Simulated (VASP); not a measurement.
# Na2H3 (R-3c) in VASP: notebook

Na2H3 is run at these levels: PBE; tasks: relaxation of cell and atoms, single point.

Everything below comes from runs of VASP 6.6.1. Logs are shortened: lines on timing, memory, paths and dates and some standing lists are left out, and cuts for length are marked.

### Step 1. The cell of the first run

Symmetry: R-3c, No. 167, trigonal system. Conventional cell: a = 5.361 Å, b = 5.361 Å, c = 14.636 Å, α = 90.00°, β = 90.00°, γ = 120.00°. Na (site symmetry 3) has 6 H at 2.09 to 2.22 Å within 2.8 Å. Within 3.1 Å of H (site symmetry 2) lie 4 Na at 2.09 to 2.22 Å and 8 H at 2.84 to 3.07 Å.

### Step 2. Relaxation of cell and atoms, PBE

INCAR

```
SYSTEM = Na2H3
ALGO = Normal
EDIFF = 1E-6
EDIFFG = -0.04
ENCUT = 600
GGA = PE
IBRION = 2
ISIF = 3
ISMEAR = 0
LASPH = .TRUE.
LCHARG = .FALSE.
LREAL = .FALSE.
LWAVE = .FALSE.
NELM = 100
NSW = 90
PREC = Accurate
SIGMA = 0.1
```

KPOINTS

```
k-points
0
G
  6 6 6
  0 0 0
```

POSCAR

```
Na2H3
1.0
    2.6804539433      1.5475608057      4.8788287022
   -2.6804539433      1.5475608057      4.8788287022
    0.0000000000     -3.0951216115      4.8788287022
Na H
4 6
Direct
    0.8521800000      0.8521800000      0.8521800000
    0.6478200000      0.6478200000      0.6478200000
    0.1478200000      0.1478200000      0.1478200000
    0.3521800000      0.3521800000      0.3521800000
    0.0562500000      0.4437500000      0.7500000000
    0.7500000000      0.0562500000      0.4437500000
    0.4437500000      0.7500000000      0.0562500000
    0.9437500000      0.5562500000      0.2500000000
    0.2500000000      0.9437500000      0.5562500000
    0.5562500000      0.2500000000      0.9437500000
```

Potentials or basis: VASP PAW PBE potentials, release 64 (Na_pv, H).

Command:

```console
$ cat potpaw_PBE.64/Na_pv/POTCAR potpaw_PBE.64/H/POTCAR > POTCAR
$ mpirun -np 1 vasp_std > vasp.out
```

OUTCAR:

```text
SYSTEM = Na2H3
   EDIFF = 1E-6
   EDIFFG = -0.04
   ENCUT = 600
   GGA = PE
   IBRION = 2
   ISIF = 3
   ISMEAR = 0
   LASPH = .TRUE.
   LREAL = .FALSE.
   NELM = 100
   NSW = 90
   PREC = Accurate

 ion  position               nearest neighbor table
   1  0.852  0.852  0.852-
   2  0.648  0.648  0.648-
   3  0.148  0.148  0.148-
   4  0.352  0.352  0.352-
   5  0.056  0.444  0.750-
   6  0.750  0.056  0.444-
   7  0.444  0.750  0.056-
   8  0.944  0.556  0.250-
   9  0.250  0.944  0.556-
  10  0.556  0.250  0.944-

  LATTYP: Found a trigonal (rhomboedric) cell.
 ALAT       =     5.7777804817
 COS(alpha) =     0.5695481095

  Lattice vectors:

 A1 = (   2.6804539433,   1.5475608057,   4.8788287022)
 A2 = (  -2.6804539433,   1.5475608057,   4.8788287022)
 A3 = (   0.0000000000,  -3.0951216115,   4.8788287022)

Analysis of symmetry for initial positions (statically):
=====================================================================
 Subroutine PRICEL returns:
 Original cell was already a primitive cell.

 Routine SETGRP: Setting up the symmetry group for a
 trigonal (rhombohedral) supercell.

 Subroutine GETGRP returns: Found 12 space group operations
 (whereof  6 operations were pure point group operations)
 out of a pool of 12 trial point group operations.

The static configuration has the point symmetry S_6 .
 The point group associated with its full space group is D_3d.

Analysis of symmetry for dynamics (positions and initial velocities):
=====================================================================
 Subroutine PRICEL returns:
 Original cell was already a primitive cell.

 Routine SETGRP: Setting up the symmetry group for a
 trigonal (rhombohedral) supercell.

 Subroutine GETGRP returns: Found 12 space group operations
 (whereof  6 operations were pure point group operations)
 out of a pool of 12 trial point group operations.

The dynamic configuration has the point symmetry S_6 .
 The point group associated with its full space group is D_3d.

 Subroutine INISYM returns: Found 12 space group operations
 (whereof  6 operations are pure point group operations),
 and found     1 'primitive' translations

----------------------------------------------------------------------------------------

[... 127 lines left out ...]
     AMIX     =   0.40;   BMIX     =  1.00
     AMIX_MAG =   1.60;   BMIX_MAG =  1.00
  volume/ion in A,a.u.               =      12.14        81.94
  Fermi-wavevector in a.u.,A,eV,Ry     =   1.071010  2.023915 15.606730  1.147062
  Thomas-Fermi vector in A             =   2.206737
   LORBIT       =      0    0 simple, 1 ext, 2 COOP (PROOUT), +10 PAW based schemes
   GGA     = PE    functional components
   LHFCALC =     F    Hartree Fock is set to
   AEXX    =    0.0000 exact exchange contribution
   IVDW    =     0    specifies the selected vdW correction
   LEPSILON=     F    determine dielectric tensor
   LRPA    =     F    only Hartree local field effects (RPA)
 conjugate gradient relaxation of ions
 non-spin polarized calculation
 Gauss-broadening in eV      SIGMA  =   0.10
  energy-cutoff  :      600.00
  volume of cell :      121.43
 maximum number of plane-waves:      4111
 NGX is ok and might be reduce to    48
   NGX = 23   NGY = 23   NGZ = 23

--------------------------------------- Ionic step        1  -------------------------------------------

 number of electron      34.0000003 magnetization

 Free energy of the ion-electron system (eV)
  ---------------------------------------------------
  ext. energy  EPLUGINS =         0.00000000
  ---------------------------------------------------
  free energy    TOTEN  =       -21.48147821 eV

  energy without entropy =      -21.44417092  energy(sigma->0) =      -21.46282456

------------------------ aborting loop because EDIFF is reached ----------------------------------------

  FORCE on cell =-STRESS in cart. coord.  units (eV):
  Direction    XX          YY          ZZ          XY          YZ          ZX
  --------------------------------------------------------------------------------------
  -------------------------------------------------------------------------------------
  Total        4.9359191      4.9359191      3.9103386      0.0000000     -0.0000000      0.0000000
  in kB       65.1261983     65.1261983     51.5943389      0.0000000     -0.0000000      0.0000000
  external PRESSURE =      60.6155785 kB  Pullay stress =       0.0000000 kB
[... 113 lines left out ...]
  FREE ENERGIE OF THE ION-ELECTRON SYSTEM (eV)
  ---------------------------------------------------
  free  energy   TOTEN  =       -22.0090153857 eV

  energy  without entropy=      -21.9695006466  energy(sigma->0) =      -21.98925802

[... ionic steps 4 to 9 ...]

--------------------------------------- Ionic step       10  -------------------------------------------

 number of electron      33.9999995 magnetization

------------------------ aborting loop because EDIFF is reached ----------------------------------------
[... 83 lines left out ...]
--------------------------------------- Ionic step       12  -------------------------------------------

 number of electron      33.9999997 magnetization

 Free energy of the ion-electron system (eV)
  ---------------------------------------------------
  ext. energy  EPLUGINS =         0.00000000
  ---------------------------------------------------
  free energy    TOTEN  =       -22.14303657 eV

  energy without entropy =      -22.11401221  energy(sigma->0) =      -22.12852439

 E-fermi :  -1.9187     XC(G=0):  -7.2885

 val. band max:       -1.9290390127   @ k =   0.1667   0.1667   0.1667
 cond. band min:      -1.8976759507   @ k =   0.3333  -0.0000   0.0000
 fundamental gap:      0.0313630620
 Fermi energy:        -1.9186823382

 k-point     1 :       0.0000    0.0000    0.0000
  band No.  band energies     occupation
      1     -23.8561      2.00000
      2     -23.8526      2.00000
      3     -23.8321      2.00000
      4     -23.8321      2.00000
      5     -23.8278      2.00000
      6     -23.8278      2.00000
[... 613 lines left out ...]
     22       5.3151      0.00000
     23       5.9046      0.00000

 [... further k-points ...]

------------------------ aborting loop because EDIFF is reached ----------------------------------------

  FORCE on cell =-STRESS in cart. coord.  units (eV):
  Direction    XX          YY          ZZ          XY          YZ          ZX
  --------------------------------------------------------------------------------------
  -------------------------------------------------------------------------------------
  Total        0.1283019      0.1283019     -0.2659639      0.0000000      0.0000000     -0.0000000
  in kB        1.4184634      1.4184634     -2.9404079      0.0000000      0.0000000     -0.0000000
  external PRESSURE =      -0.0344937 kB  Pullay stress =       0.0000000 kB
[... 25 lines left out ...]
  FREE ENERGIE OF THE ION-ELECTRON SYSTEM (eV)
  ---------------------------------------------------
  free  energy   TOTEN  =       -22.1430365708 eV

  energy  without entropy=      -22.1140122069  energy(sigma->0) =      -22.12852439

 reached required accuracy - stopping structural energy minimisation
```

OSZICAR:

```text
N       E                     dE             d eps       ncg     rms          rms(c)
DAV:   1     0.297623074469E+03    0.29762E+03   -0.19231E+04  1472   0.175E+03
DAV:   2    -0.249909630561E+01   -0.30012E+03   -0.29565E+03  1493   0.445E+02
DAV:   3    -0.220556426452E+02   -0.19557E+02   -0.19342E+02  1808   0.131E+02
[... 103 lines left out ...]
DAV:   3    -0.221432600286E+02    0.47331E-02   -0.75433E-03  1724   0.123E+00    0.688E-02
DAV:   4    -0.221430333426E+02    0.22669E-03   -0.71006E-04  1787   0.416E-01    0.784E-03
DAV:   5    -0.221430355548E+02   -0.22121E-05   -0.16764E-05  1619   0.420E-02    0.437E-03
DAV:   6    -0.221430366019E+02   -0.10471E-05   -0.23204E-06  1307   0.103E-02    0.210E-03
DAV:   7    -0.221430365708E+02    0.31082E-07   -0.15208E-07   862   0.499E-03
  12 F= -.22143037E+02 E0= -.22128524E+02  d E =-.520796E-02
```

Run time: 12 min. Hardware: 1 thread of Intel Xeon Platinum 8488C (Sapphire Rapids), shared host; peak memory 0.37 GiB.

What came out:

```yaml
Free_energy: -22.1430 eV
Relaxed_volume: 14.49 Å³/atom
Relaxed_cell: a = 5.906 Å, b = 5.906 Å, c = 5.906 Å, α = 59.77°, β = 59.77°, γ = 59.77°
Space_group_after_relaxing_to_0.1_Å: R-3c (No. 167)
Energy_gained_by_relaxing: 66.2 meV/atom
Ionic_steps: 12
Pressure_after_relaxing: 0.0 GPa
Largest_force_after_relaxing: 0.035 eV/Å
Band_gap_on_the_k_mesh: zero (bands 17 and 18 overlap by 0.34 eV)
```

Forces on the atoms (eV/Å):
```
Na   0.000  0.000  0.006
Na   0.000  0.000 -0.006
Na   0.000  0.000 -0.006
Na   0.000  0.000  0.006
H    0.035  0.000  0.000
H   -0.018  0.031  0.000
H   -0.018 -0.031  0.000
H   -0.035  0.000  0.000
H    0.018 -0.031  0.000
H    0.018  0.031  0.000
```

Stress tensor (GPa, compression positive):
```
 0.14  0.00  0.00
 0.00  0.14  0.00
 0.00  0.00 -0.29
```

Step by step:
```tsv
step	energy change (eV)	largest force (eV/Å)	pressure (GPa)	volume (Å³)
1	0.0000	0.1956	6.06	121.43
2	-0.2704	0.1838	3.81	129.68
3	-0.5275	0.1527	0.26	149.00
4	-0.5331	0.1476	-0.15	152.14
5	-0.5333	0.1465	-0.24	152.80
6	-0.5467	0.1324	-0.23	152.57
7	-0.5814	0.1011	-0.20	151.87
8	-0.6213	0.1494	-0.13	150.42
9	-0.6246	0.1708	-0.13	149.79
10	-0.6454	0.0977	-0.12	148.31
11	-0.6564	0.0428	-0.14	146.30
12	-0.6616	0.0353	0.00	144.92
```

Final structure:
```xyz
10
Lattice="2.9428 1.6990 4.8308 -2.9428 1.6990 4.8308 0.0000 -3.3980 4.8308" Properties=species:S:1:pos:R:3 pbc="T T T"
Na    0.0000    0.0000   12.5527
Na    0.0000    0.0000    9.1859
Na    0.0000    0.0000    1.9397
Na    0.0000    0.0000    5.3065
H    -1.3324   -1.6990    6.0385
H     2.1376   -0.3044    6.0385
H    -0.8052    2.0034    6.0385
H     1.3324    1.6990    8.4539
H    -2.1376    0.3044    8.4539
H     0.8052   -2.0034    8.4539
```

Caveat: the volume moved by over 15 % at a fixed basis, so the end points are rough.

### Step 3. Single point, PBE

This run uses another cell than the first one, of 13.91 Å³/atom.

INCAR

```
PREC = Accurate
ENCUT = 520
EDIFF = 1E-6
ISMEAR = 0
SIGMA = 0.1
LREAL = F
LASPH = T
NELM = 80
ALGO = Normal
ISIF = 2
LWAVE = F
LCHARG = T
GGA = PE
LELF = T
LVHAR = T
NBANDS = 28
```

KPOINTS

```
Automatic mesh
0
Gamma
  12 12 12
```

POSCAR

```
Na2H3
1.0
    3.0548085610      1.7636945450      4.3016372480
   -3.0548085610      1.7636945450      4.3016372480
    0.0000000000     -3.5273890901      4.3016372479
Na H
4 6
Direct
    0.8696142910      0.8696142910      0.8696142910
    0.6303857090      0.6303857090      0.6303857090
    0.1303857090      0.1303857090      0.1303857090
    0.3696142910      0.3696142910      0.3696142910
    0.0450479642      0.4549520358      0.7500000000
    0.7500000000      0.0450479642      0.4549520358
    0.4549520358      0.7500000000      0.0450479642
    0.9549520358      0.5450479642      0.2500000000
    0.2500000000      0.9549520358      0.5450479642
    0.5450479642      0.2500000000      0.9549520358
```

Potentials or basis: VASP PAW PBE potentials, release 64 (Na_pv, H).

Command:

```console
$ cat potpaw_PBE.64/Na_pv/POTCAR potpaw_PBE.64/H/POTCAR > POTCAR
$ mpirun -np 1 vasp_std > vasp.out
```

Run time: 9.7 min. Hardware: 1 thread of Intel Xeon Platinum 8488C (Sapphire Rapids), shared host; peak memory 0.62 GiB.

It converged, with:

- Free energy: -22.2055 eV
- Pressure: 0.0 GPa
- Band gap on the k mesh: zero (bands 17 and 18 overlap by 0.80 eV)

Levels at points of the mesh, in eV from the Fermi level:
| k point | band 14 | band 15 | band 16 | band 17 | band 18 | band 19 | band 20 | band 21 |
| --- | --- | --- | --- | --- | --- | --- | --- | --- |
| (0.00, 0.00, 0.00) | -0.58 | -0.58 | -0.20 | -0.20 | 0.47 | 5.79 | 5.85 | 5.85 |
| (0.50, 0.00, 0.00) | -2.61 | -0.54 | -0.54 | 0.26 | 0.26 | 5.03 | 5.03 | 6.70 |
| (0.50, 0.50, 0.00) | -1.85 | -1.36 | -0.81 | -0.33 | -0.04 | 5.13 | 6.36 | 6.66 |
| (0.50, 0.50, 0.50) | -2.21 | -0.54 | -0.54 | -0.54 | -0.54 | 5.05 | 5.05 | 7.34 |

The gap in the log of VASP goes by the Fermi energy; the results here count the filled bands.